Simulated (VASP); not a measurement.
## Li: single point with PBEsol

Crystal: Li.

```
Li
1.0
     0.00000    2.07905    2.07905
     2.07905    0.00000    2.07905
     2.07905    2.07905    0.00000
Li
1
Direct
  0.00000 0.00000 0.00000
```

This isn't the form of Li at room conditions, which is bcc.

| Quantity | Value |
| --- | --- |
| Program | VASP 6.6.1 |
| Task | single point |
| Functional | PBEsol |
| Potentials or basis | VASP PAW PBE potentials, release 64 (Li_sv) |
| Cutoff | 520 eV |
| k mesh | 16 × 16 × 16 |
| Occupations | fermi-dirac, width 0.05 eV |
| Spin | no spin polarisation |
| Dipole correction | no |
| Further INCAR settings | ALGO = Normal; EDIFF = 1e-06; NBANDS = 8 |

The band gap on the k mesh is zero (an odd number of electrons rules out a gap without spin polarisation).

Levels at points of the mesh, in eV from the Fermi level:
```
           k point  band 1  band 2  band 3  band 4  band 5  band 6  band 7
(0.00, 0.00, 0.00)  -45.69   -3.68   15.65   15.65   15.65   19.70   19.70
(0.50, 0.00, 0.00)  -45.66   -0.05    3.37   13.76   13.76   17.90   17.90
(0.50, 0.50, 0.00)  -45.65    1.64    5.18    9.16    9.16   11.45   17.12
```

Run time: 22 s on 1 thread of Intel Xeon 8259CL, with other jobs on the host, peak memory 0.14 GiB.
